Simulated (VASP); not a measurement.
The system is Ni3Pt.

```
Ni Pt
1.0
     3.85168    0.00000    0.00000
     0.00000    3.85168    0.00000
     0.00000    0.00000    3.85168
Ni Pt
3 1
Direct
  0.50000 0.00000 0.50000
  0.00000 0.50000 0.50000
  0.50000 0.50000 0.00000
  0.00000 0.00000 0.00000
```

This cell differs from its parent crystal: volume scaled by 1.2.

Base run:

| Property | Result |
| --- | --- |
| Program | VASP 6.6.1 |
| Functional | LDA |
| Potentials or basis | VASP PAW LDA potentials, release 64 (Ni, Pt) |
| Cutoff | 520 eV |
| k mesh | 9 × 9 × 9 |
| Occupations | fermi-dirac, width 0.05 eV |
| Spin | no spin polarisation |

Its results: pressure -34.8 GPa.

**Question.** The run is repeated on the same cell with these changes: spin from no spin polarisation to collinear spin, ferromagnetic start; further incar settings from ALGO = Normal; EDIFF = 1e-07; NBANDS = 28 to ALGO = Normal; EDIFF = 1e-07; NBANDS = 32. What comes out?

**Answer.** Pressure -33.7 GPa; net moment 2.45 μB per cell; site moments Ni +0.72; Pt +0.32 μB.
